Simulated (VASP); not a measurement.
# CdS (Hawleyite) (F-43m) in VASP: a series of runs

Runs on CdS (Hawleyite). Level: PBEsol. Tasks: single point.

Program: VASP 6.6.1. These are calculated values, not measurements. Logs are shortened: lines on timing, memory, paths and dates and some standing lists are left out, and cuts for length are marked.

### 1 The cell of the first run

It takes space group F-43m (No. 216, cubic). Conventional cell: a = 5.714 Å, b = 5.714 Å, c = 5.714 Å, α = 90.00°, β = 90.00°, γ = 90.00°. Cd (site symmetry -43m) has 4 S at 2.47 Å within 3.3 Å. Within 3.3 Å of S (site symmetry -43m) lie 4 Cd at 2.47 Å.

### 2 Single point, PBEsol (volume scaled by 0.94)

INCAR

```
SYSTEM = CdS
PREC = Accurate
ENCUT = 520
EDIFF = 1E-7
ISMEAR = -1
SIGMA = 0.05
LREAL = .False.
LASPH = .True.
NELM = 100
ALGO = Normal
ISIF = 2
LWAVE = .False.
LCHARG = .False.
GGA = PS
NBANDS = 16
```

KPOINTS

```
regular mesh
0
Gamma
  8 8 8
  0 0 0
```

POSCAR

```
CdS
1.0
    0.0000000000      2.8569628861      2.8569628861
    2.8569628861      0.0000000000      2.8569628861
    2.8569628861      2.8569628861      0.0000000000
Cd S
1 1
Direct
    0.0000000000      0.0000000000      0.0000000000
    0.7500000000      0.7500000000      0.7500000000
```

Potentials or basis: VASP PAW PBE potentials, release 64 (Cd, S).

Started as:

```
$ cat potpaw_PBE.64/Cd/POTCAR potpaw_PBE.64/S/POTCAR > POTCAR
$ mpirun -np 1 vasp_std > vasp.out
```

OUTCAR:

```text
SYSTEM = CdS
   PREC = Accurate
   ENCUT = 520
   EDIFF = 1E-7
   ISMEAR = -1
   LREAL = .False.
   LASPH = .True.
   NELM = 100
   ISIF = 2
   GGA = PS

 ion  position               nearest neighbor table
   1  0.000  0.000  0.000-   2 2.47   2 2.47   2 2.47   2 2.47
   2  0.750  0.750  0.750-   1 2.47   1 2.47   1 2.47   1 2.47

  LATTYP: Found a face centered cubic cell.
 ALAT       =     5.7139257722

  Lattice vectors:

 A1 = (   0.0000000000,   2.8569628861,   2.8569628861)
 A2 = (   2.8569628861,   0.0000000000,   2.8569628861)
 A3 = (   2.8569628861,   2.8569628861,   0.0000000000)

Analysis of symmetry for initial positions (statically):
=====================================================================
 Subroutine PRICEL returns:
 Original cell was already a primitive cell.

 Routine SETGRP: Setting up the symmetry group for a
 face centered cubic supercell.

 Subroutine GETGRP returns: Found 24 space group operations
 (whereof 24 operations were pure point group operations)
 out of a pool of 48 trial point group operations.

The static configuration has the point symmetry T_d .

Analysis of symmetry for dynamics (positions and initial velocities):
=====================================================================
 Subroutine PRICEL returns:
 Original cell was already a primitive cell.

 Routine SETGRP: Setting up the symmetry group for a
 face centered cubic supercell.

 Subroutine GETGRP returns: Found 24 space group operations
 (whereof 24 operations were pure point group operations)
 out of a pool of 48 trial point group operations.

The dynamic configuration has the point symmetry T_d .

 Subroutine INISYM returns: Found 24 space group operations
 (whereof 24 operations are pure point group operations),
 and found     1 'primitive' translations

----------------------------------------------------------------------------------------

                                     Primitive cell

  volume of cell :      46.6384

  direct lattice vectors                    reciprocal lattice vectors
     0.000000000  2.856962886  2.856962886    -0.175011024  0.175011024  0.175011024
     2.856962886  0.000000000  2.856962886     0.175011024 -0.175011024  0.175011024
     2.856962886  2.856962886  0.000000000     0.175011024  0.175011024 -0.175011024

  length of vectors
     4.040355661  4.040355661  4.040355661     0.303127985  0.303127985  0.303127985

  position of ions in fractional coordinates (direct lattice)
     0.000000000  0.000000000  0.000000000
     0.750000000  0.750000000  0.750000000

  ion indices of the primitive-cell ions
   primitive index   ion index
                 1           1
                 2           2

----------------------------------------------------------------------------------------

 KPOINTS: regular mesh

Automatic generation of k-mesh.
 Grid dimensions read from file:
 generate k-points for:    8    8    8

 Generating k-lattice:

  Cartesian coordinates                     Fractional coordinates (reciprocal lattice)
    -0.021876378  0.021876378  0.021876378     0.125000000  0.000000000  0.000000000
     0.021876378 -0.021876378  0.021876378     0.000000000  0.125000000  0.000000000
     0.021876378  0.021876378 -0.021876378     0.000000000  0.000000000  0.125000000

  Length of vectors
     0.037890998  0.037890998  0.037890998

  Shift w.r.t. Gamma in fractional coordinates (k-lattice)
     0.000000000  0.000000000  0.000000000

 Subroutine IBZKPT returns following result:
 ===========================================

 Found     29 irreducible k-points:

 Following reciprocal coordinates:
            Coordinates               Weight
  0.000000  0.000000  0.000000      1.000000
  0.125000  0.000000  0.000000      8.000000
  0.250000  0.000000  0.000000      8.000000
  0.375000  0.000000  0.000000      8.000000
  0.500000  0.000000  0.000000      4.000000
  0.125000  0.125000  0.000000      6.000000
[... 16 lines left out ...]
  0.500000  0.250000  0.125000     48.000000
 -0.375000  0.250000  0.125000     24.000000
 [... further k-points ...]
   k-points           NKPTS =     29   k-points in BZ     NKDIM =     29   number of bands    NBANDS=     16
   number of dos      NEDOS =    301   number of ions     NIONS =      2
   total plane-waves  NPLWV =  27000
   dimension x,y,z NGX =    30 NGY =   30 NGZ =   30
   dimension x,y,z NGXF=    60 NGYF=   60 NGZF=   60
   ions per type =               1   1
   NGX,Y,Z   is equivalent  to a cutoff of  12.34, 12.34, 12.34 a.u.
   NGXF,Y,Z  is equivalent  to a cutoff of  24.69, 24.69, 24.69 a.u.
 SYSTEM =  CdS
   PREC   = accura    normal or accurate (medium, high low for compatibility)
   ISTART =      0    job   : 0-new  1-cont  2-samecut
   ICHARG =      2    charge: 1-file 2-atom 10-const
   ISPIN  =      1    spin polarized calculation?
   LNONCOLLINEAR =      F non collinear calculations
   LSORBIT =      F    spin-orbit coupling
   LASPH  =      T    aspherical Exc in radial PAW
   ENCUT  =  520.0 eV  38.22 Ry    6.18 a.u.   7.51  7.51  7.51*2*pi/ulx,y,z
   NELM   =    100;   NELMIN=  2; NELMDL= -5     # of ELM steps
   EDIFF  = 0.1E-06   stopping-criterion for ELM
   LREAL  =      F    real-space projection
   EDIFFG = 0.1E-05   stopping-criterion for IOM
   NSW    =      0    number of steps for IOM
   IBRION =     -1    ionic relax: 0-MD 1-quasi-New 2-CG
   NFREE  =      0    steps in history (QN), initial steepest desc. (CG)
   ISIF   =      2    stress and relaxation
   ISYM   =      2    0-nonsym 1-usesym 2-fastsym
   POTIM  = 0.5000    time-step for ionic-motion
   TEBEG  =    0.0;   TEEND  =   0.0 temperature during run
   PSTRESS=    0.0 pullay stress
   NELECT =      18.0000    total number of electrons
   NUPDOWN=      -1.0000    fix difference up-down
   EMIN   =  10.00;   EMAX   =-10.00  energy-range for DOS
   EFERMI =   0.00;   METHOD = LEGACY
   ISMEAR =    -1;   SIGMA  =   0.05  broadening in eV -4-tet -1-fermi 0-gaus
   EFERMI_NEDOS =   21; number of points for ismear=-14 and -15
   IALGO  =     38    algorithm
   IMIX   =      4    mixing-type and parameters
     AMIX     =   0.40;   BMIX     =  1.00
     AMIX_MAG =   1.60;   BMIX_MAG =  1.00
  volume/ion in A,a.u.               =      23.32       157.37
  Fermi-wavevector in a.u.,A,eV,Ry     =   1.191931  2.252423 19.329786  1.420699
  Thomas-Fermi vector in A             =   2.327981
   LORBIT       =      0    0 simple, 1 ext, 2 COOP (PROOUT), +10 PAW based schemes
   GGA     = PS    functional components
   LHFCALC =     F    Hartree Fock is set to
   AEXX    =    0.0000 exact exchange contribution
   IVDW    =     0    specifies the selected vdW correction
   LEPSILON=     F    determine dielectric tensor
   LRPA    =     F    only Hartree local field effects (RPA)
 non-spin polarized calculation
  energy-cutoff  :      520.00
  volume of cell :       46.64
 maximum number of plane-waves:      1283
   NGX = 15   NGY = 15   NGZ = 15

 number of electron      18.0000004 magnetization

 Free energy of the ion-electron system (eV)
  ---------------------------------------------------
  ext. energy  EPLUGINS =         0.00000000
  ---------------------------------------------------
  free energy    TOTEN  =        -6.77202169 eV

  energy without entropy =       -6.77202157  energy(sigma->0) =       -6.77202163

 E-fermi :   2.3716     XC(G=0):  -9.6722

 val. band max:        1.7688288540   @ k =   0.0000   0.0000   0.0000
 cond. band min:       2.9029562801   @ k =   0.0000   0.0000   0.0000
 fundamental gap:      1.1341274261
 Fermi energy:         2.3715870062

 k-point     1 :       0.0000    0.0000    0.0000
  band No.  band energies     occupation
      1     -11.0231      2.00000
      2      -6.2190      2.00000
      3      -6.2190      2.00000
      4      -6.2190      2.00000
      5      -5.6404      2.00000
      6      -5.6404      2.00000
[... 8 lines left out ...]
     15      13.3055      0.00000
     16      13.3072      0.00000

 k-point     2 :       0.1250    0.0000    0.0000
  band No.  band energies     occupation
      1     -10.9504      2.00000
      2      -6.1923      2.00000
      3      -6.1923      2.00000
      4      -6.1651      2.00000
      5      -5.6420      2.00000
      6      -5.6420      2.00000
[... 8 lines left out ...]
     15      12.6412      0.00000
     16      13.7981      0.00000

 k-point     3 :       0.2500    0.0000    0.0000
  band No.  band energies     occupation
      1     -10.7731      2.00000
      2      -6.1345      2.00000
      3      -6.1345      2.00000
      4      -5.9592      2.00000
      5      -5.6360      2.00000
      6      -5.6360      2.00000
[... 8 lines left out ...]
     15      12.3905      0.00000
     16      13.0308      0.00000

 k-point     4 :       0.3750    0.0000    0.0000
  band No.  band energies     occupation
      1     -10.5953      2.00000
      2      -6.0902      2.00000
      3      -6.0902      2.00000
      4      -5.6115      2.00000
      5      -5.6115      2.00000
      6      -5.5434      2.00000
[... 8 lines left out ...]
     15      13.3094      0.00000
     16      13.3094      0.00000
[... 324 lines left out ...]
 k-point    22 :       0.3750    0.2500    0.1250
  band No.  band energies     occupation
      1     -10.6428      2.00000
      2      -6.0767      2.00000
      3      -6.0430      2.00000
      4      -5.8776      2.00000
      5      -5.6404      2.00000
      6      -5.5729      2.00000
[... 8 lines left out ...]
     15      13.8541      0.00000
     16      15.7102      0.00000

 k-point    23 :       0.5000    0.2500    0.1250
  band No.  band energies     occupation
      1     -10.5032      2.00000
      2      -6.0334      2.00000
      3      -6.0006      2.00000
      4      -5.7334      2.00000
      5      -5.6013      2.00000
      6      -5.3281      2.00000
[... 8 lines left out ...]
     15      14.7401      0.00000
     16      14.9858      0.00000

 k-point    24 :      -0.3750    0.2500    0.1250
  band No.  band energies     occupation
      1     -10.4463      2.00000
      2      -6.0287      2.00000
      3      -5.9796      2.00000
      4      -5.6774      2.00000
      5      -5.6095      2.00000
      6      -5.0653      2.00000
[... 8 lines left out ...]
     15      14.1089      0.00000
     16      15.0905      0.00000

 [... further k-points ...]

------------------------ aborting loop because EDIFF is reached ----------------------------------------

  FORCE on cell =-STRESS in cart. coord.  units (eV):
  Direction    XX          YY          ZZ          XY          YZ          ZX
  --------------------------------------------------------------------------------------
  -------------------------------------------------------------------------------------
  Total        1.3211915      1.3211915      1.3211915      0.0000000     -0.0000000     -0.0000000
  in kB       45.3871146     45.3871146     45.3871146      0.0000000     -0.0000000     -0.0000000
  external PRESSURE =      45.3871146 kB  Pullay stress =       0.0000000 kB

 VOLUME and BASIS-vectors are now :
 -----------------------------------------------------------------------------
  energy-cutoff  :      520.00
  volume of cell :       46.64
      direct lattice vectors                 reciprocal lattice vectors
     0.000000000  2.856962886  2.856962886    -0.175011024  0.175011024  0.175011024
     2.856962886  0.000000000  2.856962886     0.175011024 -0.175011024  0.175011024
     2.856962886  2.856962886  0.000000000     0.175011024  0.175011024 -0.175011024

 POSITION                                       TOTAL-FORCE (eV/Angst)
 -----------------------------------------------------------------------------------
      0.00000      0.00000      0.00000        -0.000000     -0.000000     -0.000000
      4.28544      4.28544      4.28544         0.000000      0.000000      0.000000
 -----------------------------------------------------------------------------------
    total drift:                                0.000001      0.000001      0.000001

  FREE ENERGIE OF THE ION-ELECTRON SYSTEM (eV)
  ---------------------------------------------------
  free  energy   TOTEN  =        -6.7720216864 eV

  energy  without entropy=       -6.7720215655  energy(sigma->0) =       -6.77202163
```

It took 20 s on 1 thread of Intel Xeon Platinum 8259CL at 2.50GHz (Skylake/Cascade Lake), shared host; peak memory 0.17 GiB.

What came out:

* Free energy: -6.7720 eV
* Pressure: 4.5 GPa
* Band gap on the k mesh: 1.13 eV, direct

Caveat: the PAW data sets were made with another functional, which shifts forces and pressure a little.

### 3 Single point, PBEsol (volume scaled by 0.96)

INCAR

```
SYSTEM = CdS
ALGO = Normal
EDIFF = 1E-6
ENCUT = 520
GGA = PS
ISIF = 2
ISMEAR = -1
LASPH = .True.
LCHARG = .False.
LREAL = .False.
LWAVE = .False.
NBANDS = 16
NELM = 100
PREC = Accurate
SIGMA = 0.05
```

KPOINTS

```
k-points
0
Gamma
  8 8 8
  0 0 0
```

POSCAR

```
CdS
1.0
    0.0000000000      2.8770830059      2.8770830059
    2.8770830059      0.0000000000      2.8770830059
    2.8770830059      2.8770830059      0.0000000000
Cd S
1 1
Direct
    0.0000000000      0.0000000000      0.0000000000
    0.7500000000      0.7500000000      0.7500000000
```

Potentials or basis: VASP PAW PBE potentials, release 64 (Cd, S).

Started as:

```
$ cat potpaw_PBE.64/Cd/POTCAR potpaw_PBE.64/S/POTCAR > POTCAR
$ mpirun -np 1 vasp_std > vasp.out
```

It took 20 s on 1 thread of Intel Xeon Platinum 8259CL at 2.50GHz (Skylake/Cascade Lake), shared host; peak memory 0.17 GiB.

The run converged. Its results:

```
Free energy            : -6.7951 eV
Pressure               : 2.9 GPa
Band gap on the k mesh : 1.09 eV, direct
```

Levels at points of the mesh, in eV from the valence-band top:
```csv
k point,band 7,band 8,band 9,band 10,band 11,band 12
"(0.00, 0.00, 0.00)",0.00,0.00,0.00,1.09,6.43,6.43
"(0.50, 0.00, 0.00)",-4.74,-0.83,-0.83,2.94,6.91,6.91
"(0.50, 0.50, 0.00)",-4.20,-2.06,-2.06,3.32,4.29,9.26
```

Caveat: the PAW data sets were made with another functional, which shifts forces and pressure a little.

(Continued in part 2 of 2.)
